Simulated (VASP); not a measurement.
# NaHF2 (R-3m) in VASP: notebook

Runs on NaHF2. Level: LDA. Tasks: electric field gradients.

All numbers are computed with VASP 6.6.1; they aren't measurements. Logs are shortened: lines on timing, memory, paths and dates and some standing lists are left out, and cuts for length are marked.

### Step 1. The cell of the first run

The structure is trigonal, space group R-3m (No. 166). Conventional cell: a = 3.468 Å, b = 3.468 Å, c = 13.963 Å, α = 90.00°, β = 90.00°, γ = 120.00°. Na (site symmetry -3m) has 6 F at 2.27 Å and 6 H at 3.07 Å within 3.1 Å. H (site symmetry -3m) has 2 F at 1.26 Å within 1.7 Å. Within 1.7 Å of F (site symmetry 3m) lie 1 H at 1.26 Å.

### Step 2. Electric field gradients, LDA (12.12 Å³/atom)

Input file INCAR:

```
SYSTEM = NaHF2
PREC = Accurate ; ENCUT = 520
EDIFF = 1E-8 ; ISMEAR = -1
SIGMA = 0.02 ; LREAL = .FALSE.
LASPH = .TRUE. ; NELM = 60
ALGO = Normal ; ISIF = 2
LWAVE = .FALSE. ; LCHARG = .FALSE.
LEFG = .TRUE. ; NBANDS = 19
```

Input file KPOINTS:

```
regular mesh
0
G
  10 10 10
  0 0 0
```

Input file POSCAR:

```
NaHF2
1.0
    1.7341876022      1.0012336790      4.6542823426
   -1.7341876022      1.0012336790      4.6542823426
    0.0000000000     -2.0024673580      4.6542823426
Na H F
1 1 2
Direct
    0.0000000000      0.0000000000      0.0000000000
    0.5000000000      0.5000000000      0.5000000000
    0.4100000000      0.4100000000      0.4100000000
    0.5900000000      0.5900000000      0.5900000000
```

Potentials or basis: VASP PAW LDA potentials, release 64 (Na_pv, H, F).

On the command line:

```
$ cat potpaw_LDA.64/Na_pv/POTCAR potpaw_LDA.64/H/POTCAR potpaw_LDA.64/F/POTCAR > POTCAR
$ mpirun -np 1 vasp_std > vasp.out
```

OUTCAR:

```text
SYSTEM = NaHF2
   PREC = Accurate
   ENCUT = 520
   EDIFF = 1E-8
   ISMEAR = -1
   LREAL = .FALSE.
   LASPH = .TRUE.
   NELM = 60
   ISIF = 2

 ion  position               nearest neighbor table
   1  0.000  0.000  0.000-   4 2.27   4 2.27   3 2.27   3 2.27   4 2.27   3 2.27
   2  0.500  0.500  0.500-   3 1.26   4 1.26
   3  0.410  0.410  0.410-   2 1.26   1 2.27   1 2.27   1 2.27
   4  0.590  0.590  0.590-   2 1.26   1 2.27   1 2.27   1 2.27

  LATTYP: Found a trigonal (rhomboedric) cell.
 ALAT       =     5.0667760602
 COS(alpha) =     0.7657073146

  Lattice vectors:

 A1 = (   1.7341876022,   1.0012336790,   4.6542823426)
 A2 = (  -1.7341876022,   1.0012336790,   4.6542823426)
 A3 = (   0.0000000000,  -2.0024673580,   4.6542823426)

Analysis of symmetry for initial positions (statically):
=====================================================================
 Subroutine PRICEL returns:
 Original cell was already a primitive cell.

 Routine SETGRP: Setting up the symmetry group for a
 trigonal (rhombohedral) supercell.

 Subroutine GETGRP returns: Found 12 space group operations
 (whereof 12 operations were pure point group operations)
 out of a pool of 12 trial point group operations.

The static configuration has the point symmetry D_3d.

Analysis of symmetry for dynamics (positions and initial velocities):
=====================================================================
 Subroutine PRICEL returns:
 Original cell was already a primitive cell.

 Routine SETGRP: Setting up the symmetry group for a
 trigonal (rhombohedral) supercell.

 Subroutine GETGRP returns: Found 12 space group operations
 (whereof 12 operations were pure point group operations)
 out of a pool of 12 trial point group operations.

The dynamic configuration has the point symmetry D_3d.

 Subroutine INISYM returns: Found 12 space group operations
 (whereof 12 operations are pure point group operations),
 and found     1 'primitive' translations

----------------------------------------------------------------------------------------

                                     Primitive cell

  volume of cell :      48.4881

  direct lattice vectors                    reciprocal lattice vectors
     1.734187602  1.001233679  4.654282343     0.288319441  0.166461307  0.071618632
    -1.734187602  1.001233679  4.654282343    -0.288319441  0.166461307  0.071618632
     0.000000000 -2.002467358  4.654282343     0.000000000 -0.332922614  0.071618632

  length of vectors
     5.066776060  5.066776060  5.066776060     0.340538831  0.340538831  0.340538831

  position of ions in fractional coordinates (direct lattice)
     0.000000000  0.000000000  0.000000000
     0.500000000  0.500000000  0.500000000
     0.410000000  0.410000000  0.410000000
     0.590000000  0.590000000  0.590000000

  ion indices of the primitive-cell ions
   primitive index   ion index
                 1           1
                 2           2
                 3           3
                 4           4

----------------------------------------------------------------------------------------

 KPOINTS: regular mesh

Automatic generation of k-mesh.
 Grid dimensions read from file:
 generate k-points for:   10   10   10

 Generating k-lattice:

  Cartesian coordinates                     Fractional coordinates (reciprocal lattice)
     0.028831944  0.016646131  0.007161863     0.100000000  0.000000000  0.000000000
    -0.028831944  0.016646131  0.007161863     0.000000000  0.100000000  0.000000000
     0.000000000 -0.033292261  0.007161863     0.000000000  0.000000000  0.100000000

  Length of vectors
     0.034053883  0.034053883  0.034053883

  Shift w.r.t. Gamma in fractional coordinates (k-lattice)
     0.000000000  0.000000000  0.000000000

[... 36 lines left out ...]
   dimension x,y,z NGXF=    80 NGYF=   80 NGZF=   80
   ions per type =               1   1   2
   NGX,Y,Z   is equivalent  to a cutoff of  13.12, 13.12, 13.12 a.u.
   NGXF,Y,Z  is equivalent  to a cutoff of  26.25, 26.25, 26.25 a.u.
 SYSTEM =  NaHF2
   PREC   = accura    normal or accurate (medium, high low for compatibility)
   ISTART =      0    job   : 0-new  1-cont  2-samecut
   ICHARG =      2    charge: 1-file 2-atom 10-const
   ISPIN  =      1    spin polarized calculation?
   LNONCOLLINEAR =      F non collinear calculations
   LSORBIT =      F    spin-orbit coupling
   LASPH  =      T    aspherical Exc in radial PAW
   ENCUT  =  520.0 eV  38.22 Ry    6.18 a.u.   9.42  9.42  9.42*2*pi/ulx,y,z
   NELM   =     60;   NELMIN=  2; NELMDL= -5     # of ELM steps
   EDIFF  = 0.1E-07   stopping-criterion for ELM
   LREAL  =      F    real-space projection
   EDIFFG = 0.1E-06   stopping-criterion for IOM
   NSW    =      0    number of steps for IOM
   IBRION =     -1    ionic relax: 0-MD 1-quasi-New 2-CG
   NFREE  =      0    steps in history (QN), initial steepest desc. (CG)
   ISIF   =      2    stress and relaxation
   ISYM   =      2    0-nonsym 1-usesym 2-fastsym
   POTIM  = 0.5000    time-step for ionic-motion
   TEBEG  =    0.0;   TEEND  =   0.0 temperature during run
   PSTRESS=    0.0 pullay stress
   NELECT =      22.0000    total number of electrons
   NUPDOWN=      -1.0000    fix difference up-down
   EMIN   =  10.00;   EMAX   =-10.00  energy-range for DOS
   EFERMI =   0.00;   METHOD = LEGACY
   ISMEAR =    -1;   SIGMA  =   0.02  broadening in eV -4-tet -1-fermi 0-gaus
   EFERMI_NEDOS =   21; number of points for ismear=-14 and -15
   IALGO  =     38    algorithm
   IMIX   =      4    mixing-type and parameters
     AMIX     =   0.40;   BMIX     =  1.00
     AMIX_MAG =   1.60;   BMIX_MAG =  1.00
  volume/ion in A,a.u.               =      12.12        81.80
  Fermi-wavevector in a.u.,A,eV,Ry     =   1.257971  2.377220 21.531091  1.582491
  Thomas-Fermi vector in A             =   2.391603
   LORBIT       =      0    0 simple, 1 ext, 2 COOP (PROOUT), +10 PAW based schemes
   GGA     = CA    functional components
   LHFCALC =     F    Hartree Fock is set to
   AEXX    =    0.0000 exact exchange contribution
   IVDW    =     0    specifies the selected vdW correction
   LEPSILON=     F    determine dielectric tensor
   LRPA    =     F    only Hartree local field effects (RPA)
 non-spin polarized calculation
  energy-cutoff  :      520.00
  volume of cell :       48.49
 maximum number of plane-waves:      1331
 NGX is ok and might be reduce to    40
   NGX = 19   NGY = 19   NGZ = 19

 number of electron      21.9999995 magnetization

 Free energy of the ion-electron system (eV)
  ---------------------------------------------------
  ext. energy  EPLUGINS =         0.00000000
  ---------------------------------------------------
  free energy    TOTEN  =       -18.47700803 eV

  energy without entropy =      -18.47700803  energy(sigma->0) =      -18.47700803

 E-fermi :  -3.9194     XC(G=0):  -8.7906

 val. band max:       -4.3343377539   @ k =   0.5000   0.5000   0.5000
 cond. band min:       1.9514868265   @ k =   0.0000   0.0000   0.0000
 fundamental gap:      6.2858245804
 Fermi energy:        -3.9193650007

 k-point     1 :       0.0000    0.0000    0.0000
  band No.  band energies     occupation
      1     -23.9406      2.00000
      2     -23.3599      2.00000
      3     -22.3850      2.00000
      4     -22.3850      2.00000
      5     -22.1182      2.00000
      6      -8.6849      2.00000
[... 505 lines left out ...]
      6      -8.2347      2.00000
[... 11 lines left out ...]
     18      14.8900      0.00000
     19      15.2842      0.00000

 [... further k-points ...]

------------------------ aborting loop because EDIFF is reached ----------------------------------------

  FORCE on cell =-STRESS in cart. coord.  units (eV):
  Direction    XX          YY          ZZ          XY          YZ          ZX
  --------------------------------------------------------------------------------------
  -------------------------------------------------------------------------------------
  Total       -0.5686660     -0.5686660     -5.5623168      0.0000000      0.0000000     -0.0000000
  in kB      -18.7902407    -18.7902407   -183.7937764      0.0000000      0.0000000     -0.0000000
  external PRESSURE =     -73.7914193 kB  Pullay stress =       0.0000000 kB

 VOLUME and BASIS-vectors are now :
 -----------------------------------------------------------------------------
  energy-cutoff  :      520.00
  volume of cell :       48.49
      direct lattice vectors                 reciprocal lattice vectors
     1.734187602  1.001233679  4.654282343     0.288319441  0.166461307  0.071618632
    -1.734187602  1.001233679  4.654282343    -0.288319441  0.166461307  0.071618632
     0.000000000 -2.002467358  4.654282343     0.000000000 -0.332922614  0.071618632

 POSITION                                       TOTAL-FORCE (eV/Angst)
 -----------------------------------------------------------------------------------
      0.00000      0.00000      0.00000         0.000000     -0.000000      0.000000
      0.00000      0.00000      6.98142        -0.000000     -0.000000     -0.000000
      0.00000      0.00000      5.72477         0.000000      0.000000      2.147790
      0.00000      0.00000      8.23808         0.000000     -0.000000     -2.147790
 -----------------------------------------------------------------------------------
    total drift:                                0.000000      0.000000     -0.000000

  FREE ENERGIE OF THE ION-ELECTRON SYSTEM (eV)
  ---------------------------------------------------
  free  energy   TOTEN  =       -18.4770080344 eV

  energy  without entropy=      -18.4770080344  energy(sigma->0) =      -18.47700803

 Electric field gradients (V/A^2)
---------------------------------------------------------------------
 ion       V_xx      V_yy      V_zz      V_xy      V_xz      V_yz
---------------------------------------------------------------------
   1      -4.112    -4.112     8.223     0.000    -0.000    -0.000
   2       0.442     0.442    -0.883    -0.000     0.000    -0.000
   3     -59.461   -59.461   118.923    -0.000     0.000    -0.000
   4     -59.461   -59.461   118.923     0.000    -0.000    -0.000
---------------------------------------------------------------------

 Electric field gradients after diagonalization (V/A^2)
 (convention: |V_zz| > |V_xx| > |V_yy|)
----------------------------------------------------------------------
 ion       V_xx      V_yy      V_zz     asymmetry (V_yy - V_xx)/ V_zz
----------------------------------------------------------------------
   1      -4.112    -4.112     8.223       0.000
   2       0.442     0.442    -0.883       0.000
   3     -59.461   -59.461   118.923       0.000
   4     -59.461   -59.461   118.923       0.000
----------------------------------------------------------------------

           NMR quadrupolar parameters

 Cq : quadrupolar parameter    Cq=e*Q*V_zz/h
 eta: asymmetry parameters     (V_yy - V_xx)/ V_zz
 Q  : nuclear electric quadrupole moment in mb (millibarn)
----------------------------------------------------------------------
 ion       Cq(MHz)       eta       Q (mb)
----------------------------------------------------------------------
   1       0.020       0.000       1.000
   2      -0.002       0.000       1.000
   3       0.288       0.000       1.000
   4       0.288       0.000       1.000
----------------------------------------------------------------------
```

Run time: 2.9 min. Hardware: 1 thread of Intel Xeon Platinum 8259CL at 2.50GHz (Skylake/Cascade Lake), shared host; peak memory 0.25 GiB.

Results:

| Quantity | Value |
| --- | --- |
| Free energy | -18.4770 eV |
| Pressure | -7.4 GPa |
| Largest force | 2.148 eV/Å |
| Band gap on the k mesh | 6.29 eV (least direct gap 6.59 eV) |
| Largest electric field gradient by atom | Na +8.2; H -0.9; F +118.9 V/Å² |

Forces on the atoms (eV/Å):
```
Na   0.000  0.000  0.000
H    0.000  0.000  0.000
F    0.000  0.000  2.148
F    0.000  0.000 -2.148
```

Stress tensor (GPa, compression positive):
```
 -1.88   0.00   0.00
  0.00  -1.88   0.00
  0.00   0.00 -18.38
```

Levels at points of the mesh, in eV from the valence-band top:
| k point | band 9 | band 10 | band 11 | band 12 | band 13 | band 14 |
| --- | --- | --- | --- | --- | --- | --- |
| (0.00, 0.00, 0.00) | -0.31 | -0.30 | -0.30 | 6.29 | 12.74 | 13.94 |
| (0.50, 0.00, 0.00) | -0.46 | -0.45 | -0.41 | 9.99 | 11.11 | 14.80 |
| (0.50, 0.50, 0.00) | -0.73 | -0.58 | -0.12 | 10.90 | 11.23 | 13.35 |
| (0.50, 0.50, 0.50) | -0.61 | 0.00 | 0.00 | 8.02 | 9.73 | 13.54 |

Electric field gradients, principal values (V/Å²):
| atom | least | middle | greatest (by size) |
| --- | --- | --- | --- |
| 1 Na | -4.112 | -4.112 | 8.223 |
| 2 H | 0.442 | 0.442 | -0.883 |
| 3 F | -59.461 | -59.461 | 118.923 |
| 4 F | -59.461 | -59.461 | 118.923 |

Caveat: the cell stands under tension; without QUAD_EFG the Cq values of the log hold for a quadrupole moment of 1 mb, not for the nuclei; forces of over 1 eV/Å act on the atoms, so gaps and moduli don't describe the material at rest.

(Part 1 of 2 ends here.)
